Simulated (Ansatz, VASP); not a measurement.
## One calculation of Rb2NaPt, two programs

```
CELL_PARAMETERS angstrom
-3.36617 3.36617 3.24014
3.36617 -3.36617 3.24014
3.36617 3.36617 -3.24014
ATOMIC_POSITIONS crystal
Rb 0.50000 0.00000 0.50000
Rb 0.00000 0.50000 0.50000
Na 0.50000 0.50000 0.00000
Pt 0.00000 0.00000 0.00000
```

Alike in both runs: functional PBE; k mesh 4 × 4 × 4; occupations gaussian, width 0.1 eV; no spin polarisation.

Ansatz relaxed the structure, and its values are those at the end. VASP's run is a single point on that final structure, the one shown.

```csv
,VASP,Ansatz
version,VASP 6.6.1,Ansatz 0.2.0
potentials or method,"VASP PAW PBE potentials, release 64 (Rb_sv, Na_pv, Pt), cutoff 520 eV","scalar-relativistic, plane waves, PAW"
valence electrons in the cell,35,45
```

```tsv
	VASP	Ansatz	Ansatz less VASP
gap on the k mesh at the Fermi level (eV)	none	none	-
pressure (GPa)	0.3	0.3	-0.04
```

A gap of «none» marks a metal or a gap that the smearing closes. VASP's potentials hold 35 valence electrons a cell and Ansatz's 45, so a difference there can come from the potentials and not from the codes.

Spin-orbit coupling is off throughout.
